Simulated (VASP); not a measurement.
# Li7Br8 (a cell with a defect) in VASP: notebook, part 2 of 2

VASP 6.6.1.

**4. Single point, PBE+D3(BJ)**

File INCAR:

```
SYSTEM = Li7Br8
ALGO = Normal ; EDIFF = 1E-6
ENCUT = 520 ; GGA = PE
ISIF = 2 ; ISMEAR = -1
IVDW = 12 ; LASPH = .True.
LCHARG = .False. ; LREAL = Auto
LWAVE = .False. ; NBANDS = 52
NELECT = 78.0 ; NELM = 80
PREC = Accurate ; SIGMA = 0.05
```

File KPOINTS:

```
k-points
0
Gamma
  2 2 2
  0 0 0
```

File POSCAR:

```
Li7Br8
1.0
    0.0000000000      5.5563130000      5.5563130000
    5.5563130000      0.0000000000      5.5563130000
    5.5563130000      5.5563130000      0.0000000000
Li Br
7 8
Direct
    0.0353921746      0.0475225208     -0.0139570971
   -0.0464606656      0.0773804499      0.4643636887
   -0.0118333866      0.5870889563     -0.0601567982
   -0.0081438897      0.5234136378      0.4549329744
    0.5119312033      0.1131055792     -0.0282651463
    0.5325563913      0.0679137406      0.4325080319
    0.4693400102      0.5852442078     -0.0183754947
    0.1855816978      0.2864759419      0.2518846580
    0.2444066776      0.3006850046      0.7541691766
    0.2233945424      0.7254360940      0.2598395735
    0.2681274435      0.8102675281      0.7560049263
    0.7276317947      0.2540983562      0.2269940516
    0.7434516378      0.3292021166      0.6987997256
    0.7177691394      0.7830462395      0.2516326924
    0.7160773700      0.8283280658      0.7466731986
```

Potentials or basis: VASP PAW PBE potentials, release 64 (Li_sv, Br).

Command:

```bash
> cat potpaw_PBE.64/Li_sv/POTCAR potpaw_PBE.64/Br/POTCAR > POTCAR
> mpirun -np 1 vasp_std > vasp.out
```

OUTCAR:

```text
SYSTEM = Li7Br8
   EDIFF = 1E-6
   ENCUT = 520
   GGA = PE
   ISIF = 2
   ISMEAR = -1
   IVDW = 12
   LASPH = .True.
   LREAL = Auto
   NELECT = 78.0
   NELM = 80
   PREC = Accurate
 IVDW          = 12

 ion  position               nearest neighbor table
   1  0.035  0.048  0.986-   9 2.57  12 2.58  11 2.60  10 2.69
   2  0.954  0.077  0.464-   8 2.45  12 2.61
   3  0.988  0.587  0.940-  15 2.60   9 2.66
   4  0.992  0.523  0.455-  10 2.42   8 2.46  13 2.47  14 2.67
   5  0.512  0.113  0.972-  13 2.52   8 2.67
   6  0.533  0.068  0.433-  12 2.12  14 2.65
   7  0.469  0.585  0.982-  11 2.38  10 2.40
   8  0.186  0.286  0.252-   2 2.45   4 2.46   5 2.67
   9  0.244  0.301  0.754-   1 2.57   3 2.66
  10  0.223  0.725  0.260-   7 2.40   4 2.42   1 2.69
  11  0.268  0.810  0.756-   7 2.38   1 2.60
  12  0.728  0.254  0.227-   6 2.12   1 2.58   2 2.61
  13  0.743  0.329  0.699-   4 2.47   5 2.52
  14  0.718  0.783  0.252-   6 2.65   4 2.67
  15  0.716  0.828  0.747-   3 2.60

  LATTYP: Found a face centered cubic cell.
 ALAT       =    11.1126260000

  Lattice vectors:

 A1 = (   0.0000000000,   5.5563130000,   5.5563130000)
 A2 = (   5.5563130000,   0.0000000000,   5.5563130000)
 A3 = (   5.5563130000,   5.5563130000,   0.0000000000)

Analysis of symmetry for initial positions (statically):
=====================================================================
 Subroutine PRICEL returns:
 Original cell was already a primitive cell.

 Routine SETGRP: Setting up the symmetry group for a
 face centered cubic supercell.

 Subroutine GETGRP returns: Found  1 space group operations
 (whereof  1 operations were pure point group operations)
 out of a pool of 48 trial point group operations.

The static configuration has the point symmetry C_1 .

Analysis of symmetry for dynamics (positions and initial velocities):
=====================================================================
 Subroutine PRICEL returns:
 Original cell was already a primitive cell.

 Routine SETGRP: Setting up the symmetry group for a
 face centered cubic supercell.

 Subroutine GETGRP returns: Found  1 space group operations
 (whereof  1 operations were pure point group operations)
 out of a pool of 48 trial point group operations.

The dynamic configuration has the point symmetry C_1 .

 Subroutine INISYM returns: Found  1 space group operations
 (whereof  1 operations are pure point group operations),
 and found     1 'primitive' translations

----------------------------------------------------------------------------------------

                                     Primitive cell

  volume of cell :     343.0758

  direct lattice vectors                    reciprocal lattice vectors
     0.000000000  5.556313000  5.556313000    -0.089987731  0.089987731  0.089987731
     5.556313000  0.000000000  5.556313000     0.089987731 -0.089987731  0.089987731
     5.556313000  5.556313000  0.000000000     0.089987731  0.089987731 -0.089987731
[... 76 lines left out ...]
   number of dos      NEDOS =    301   number of ions     NIONS =     15
   total plane-waves  NPLWV = 216000
   dimension x,y,z NGX =    60 NGY =   60 NGZ =   60
   dimension x,y,z NGXF=   120 NGYF=  120 NGZF=  120
   ions per type =               7   8
   NGX,Y,Z   is equivalent  to a cutoff of  12.69, 12.69, 12.69 a.u.
   NGXF,Y,Z  is equivalent  to a cutoff of  25.39, 25.39, 25.39 a.u.
 SYSTEM =  Li7Br8
   PREC   = accura    normal or accurate (medium, high low for compatibility)
   ISTART =      0    job   : 0-new  1-cont  2-samecut
   ICHARG =      2    charge: 1-file 2-atom 10-const
   ISPIN  =      1    spin polarized calculation?
   LNONCOLLINEAR =      F non collinear calculations
   LSORBIT =      F    spin-orbit coupling
   LASPH  =      T    aspherical Exc in radial PAW
   ENCUT  =  520.0 eV  38.22 Ry    6.18 a.u.  14.61 14.61 14.61*2*pi/ulx,y,z
   NELM   =     80;   NELMIN=  2; NELMDL= -5     # of ELM steps
   EDIFF  = 0.1E-05   stopping-criterion for ELM
   LREAL  =      T    real-space projection
   EDIFFG = 0.1E-04   stopping-criterion for IOM
   NSW    =      0    number of steps for IOM
   IBRION =     -1    ionic relax: 0-MD 1-quasi-New 2-CG
   NFREE  =      0    steps in history (QN), initial steepest desc. (CG)
   ISIF   =      2    stress and relaxation
   ISYM   =      2    0-nonsym 1-usesym 2-fastsym
   POTIM  = 0.5000    time-step for ionic-motion
   TEBEG  =    0.0;   TEEND  =   0.0 temperature during run
   PSTRESS=    0.0 pullay stress
   NELECT =      78.0000    total number of electrons
   NUPDOWN=      -1.0000    fix difference up-down
   EMIN   =  10.00;   EMAX   =-10.00  energy-range for DOS
   EFERMI =   0.00;   METHOD = LEGACY
   ISMEAR =    -1;   SIGMA  =   0.05  broadening in eV -4-tet -1-fermi 0-gaus
   EFERMI_NEDOS =   21; number of points for ismear=-14 and -15
   IALGO  =     38    algorithm
   IMIX   =      4    mixing-type and parameters
     AMIX     =   0.40;   BMIX     =  1.00
     AMIX_MAG =   1.60;   BMIX_MAG =  1.00
  volume/ion in A,a.u.               =      22.87       154.35
  Fermi-wavevector in a.u.,A,eV,Ry     =   0.999178  1.888173 13.583476  0.998357
  Thomas-Fermi vector in A             =   2.131451
   LORBIT       =      0    0 simple, 1 ext, 2 COOP (PROOUT), +10 PAW based schemes
   GGA     = PE    functional components
   LHFCALC =     F    Hartree Fock is set to
   AEXX    =    0.0000 exact exchange contribution
   IVDW    =    12    specifies the selected vdW correction
   LEPSILON=     F    determine dielectric tensor
   LRPA    =     F    only Hartree local field effects (RPA)
 non-spin polarized calculation
  energy-cutoff  :      520.00
  volume of cell :      343.08
 maximum number of plane-waves:      9272
 NGX is ok and might be reduce to    60
   NGX = 29   NGY = 29   NGZ = 29

 number of electron      77.9999995 magnetization

 Free energy of the ion-electron system (eV)
  ---------------------------------------------------
  ext. energy  EPLUGINS =         0.00000000
  ---------------------------------------------------
  free energy    TOTEN  =       -46.14076043 eV

  energy without entropy =      -46.14076043  energy(sigma->0) =      -46.14076043

 E-fermi :   1.3366     XC(G=0):  -8.1591

 val. band max:        0.1378526395   @ k =   0.0000   0.5000   0.5000
 cond. band min:       4.5922982064   @ k =   0.0000   0.0000   0.0000
 fundamental gap:      4.4544455670
 Fermi energy:         1.3365730623

 k-point     1 :       0.0000    0.0000    0.0000
  band No.  band energies     occupation
      1     -44.9423      2.00000
      2     -44.9403      2.00000
      3     -44.8569      2.00000
      4     -44.6069      2.00000
      5     -44.5495      2.00000
      6     -44.3848      2.00000
[... 421 lines left out ...]
     50       7.9407      0.00000
     51       7.9519      0.00000
 [bands above 51 left out]

------------------------ aborting loop because EDIFF is reached ----------------------------------------

 Edisp (eV)   -3.33684

 E8    (eV) :    -1.3545

  FORCE on cell =-STRESS in cart. coord.  units (eV):
  Direction    XX          YY          ZZ          XY          YZ          ZX
  --------------------------------------------------------------------------------------
  -------------------------------------------------------------------------------------
  Total       4.65253     4.35381     9.27675     1.09882    -0.03210    -0.08065
  in kB      21.72749    20.33248    43.32279     5.13153    -0.14991    -0.37663
  external pressure =       28.46 kB  Pullay stress =        0.00 kB

 VOLUME and BASIS-vectors are now :
 -----------------------------------------------------------------------------
  energy-cutoff  :      520.00
  volume of cell :      343.08
      direct lattice vectors                 reciprocal lattice vectors
     0.000000000  5.556313000  5.556313000    -0.089987731  0.089987731  0.089987731
     5.556313000  0.000000000  5.556313000     0.089987731 -0.089987731  0.089987731
     5.556313000  5.556313000  0.000000000     0.089987731  0.089987731 -0.089987731

 POSITION                                       TOTAL-FORCE (eV/Angst)
 -----------------------------------------------------------------------------------
      5.74281      5.67541      0.46070        -0.203668      0.005870     -0.079752
      3.01010      7.87831      5.72811         0.073367      0.081354     -0.280268
      8.48411     10.71263      8.75261         0.046150      0.119025      0.148919
      5.43600      8.03881      8.41931         0.272484     -0.059735     -0.008203
      6.02771      8.24371      3.47290        -0.215417     -0.028562     -0.155667
      2.78050      5.36220      3.33640         0.080335      0.156163     -1.966231
      8.70601      8.06201      5.85960        -0.247630      0.260908      0.159266
      2.99130      2.43070      2.62290        -0.621434      0.232662      0.373947
      5.86110      5.54840      3.02870         0.147604     -0.075877     -0.197002
      5.47450      2.68500      5.27200         0.774607      0.042920      0.473440
      8.70270      5.69040      5.99190        -0.077649     -0.900352     -0.386167
      2.67310      5.30420      5.45480         0.044750     -0.162893      1.906564
      5.71190      8.01360      5.96000         0.172196      0.436796     -0.469919
      5.74900      5.38630      8.33900        -0.136230     -0.459206      0.289738
      8.75120      8.12750      8.58120        -0.109465      0.350929      0.191335
 -----------------------------------------------------------------------------------
    total drift:                               -0.008062     -0.008298      0.003813

  FREE ENERGIE OF THE ION-ELECTRON SYSTEM (eV)
  ---------------------------------------------------
  free  energy   TOTEN  =       -49.4776047664 eV

  energy  without entropy=      -49.4776047663  energy(sigma->0) =      -49.47760477
```

Wall time 3.2 min (1 thread of AMD EPYC 9R45 (Zen 5), shared host); peak memory 0.46 GiB.

Results:

* Free energy: -49.4776 eV
* Largest force: 1.974 eV/Å
* Dispersion energy per atom: -0.222 eV

Forces in eV/Å, atoms in the order of the input:
```
Li  -0.204  0.006 -0.080
Li   0.073  0.081 -0.280
Li   0.046  0.119  0.149
Li   0.272 -0.060 -0.008
Li  -0.215 -0.029 -0.156
Li   0.080  0.156 -1.966
Li  -0.248  0.261  0.159
Br  -0.621  0.233  0.374
Br   0.148 -0.076 -0.197
Br   0.775  0.043  0.473
Br  -0.078 -0.900 -0.386
Br   0.045 -0.163  1.907
Br   0.172  0.437 -0.470
Br  -0.136 -0.459  0.290
Br  -0.109  0.351  0.191
```

Caveat: the k points lie up to 0.49 Å⁻¹ apart; the cell carries a net charge on a neutralising background, which shifts energy and pressure; the cell is charged against a uniform background, so pressure and absolute levels hang on convention; the cutoff is under 1.25 times the usual one of these potentials, so pressure, stress and relaxed cells hold a basis-set (Pulay) error.
